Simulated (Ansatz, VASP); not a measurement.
## Two plane-wave programs on NbAs

The input INCAR:

```
SYSTEM = NbAs
PREC = Accurate
ENCUT = 520
EDIFF = 1E-6
ISMEAR = 0
SIGMA = 0.05
LREAL = .FALSE.
LASPH = .TRUE.
NELM = 100
ALGO = Normal
ISIF = 2
LWAVE = .FALSE.
LCHARG = .FALSE.
GGA = PE
NBANDS = 16
```

File KPOINTS:

```
regular mesh
0
G
  12 12 12
  0 0 0
```

File POSCAR:

```
NbAs
1.0
   -0.0144442369      2.6342088976      2.6068246942
    2.6424859700     -0.0033094701      2.5956899274
    2.6346801724      2.6152683332      0.0044963275
Nb As
1 1
Direct
    0.4935909738      0.5047003359      0.4890380215
    0.0064090262     -0.0047003359      0.0109619785
```

Input for Ansatz:

```yaml
crystal:
  lattice:
    - [-0.0144442369, 2.6342088976, 2.6068246942]
    - [2.64248597, -0.0033094701, 2.5956899274]
    - [2.6346801724, 2.6152683332, 0.0044963275]
  atoms:
    - { symbol: Nb, position: [0.4935909738, 0.5047003359, 0.4890380215] }
    - { symbol: As, position: [0.0064090262, -0.0047003359, 0.0109619785] }
basis:
  ecutwfc: 420
  ecutrho_ratio: 4
kpoints:
  mp_grid: { grid: [12, 12, 12] }
hamiltonian:
  xc: pbe
scf:
  occupations: { method: gaussian, width: 0.05 }
output:
  forces: true
  stress: true
  eigenvalues: true
```

Change from the starting cell: all atoms moved at random (sigma 0.06 Å), cell strained at random (1 %).

Alike in both runs: task single point; functional PBE; k mesh 12 × 12 × 12; occupations gaussian, width 0.05 eV; no spin polarisation.

|  | VASP | Ansatz |
| --- | --- | --- |
| version | VASP 6.6.1 | Ansatz 0.2.0 |
| potentials or method | VASP PAW PBE potentials, release 64 (Nb_sv, As), cutoff 520 eV | scalar-relativistic, plane waves, PAW |
| valence electrons in the cell | 18 | 28 |

```csv
,VASP,Ansatz,Ansatz less VASP
gap on the k mesh at the Fermi level (eV),none,none,-
pressure (GPa),3.0,3.0,-0.04
"traceless stress, the component that is largest in VASP (GPa)",-3.25,-3.24,+0.005
rms of the force components (eV/Å),0.394,0.392,-0.0017
```

Atom by atom the forces differ by 0.002 eV/Å (rms over components). A gap of «none» marks a metal or a gap that the smearing closes. VASP's potentials hold 18 valence electrons a cell and Ansatz's 28, so a difference there can come from the potentials and not from the codes.
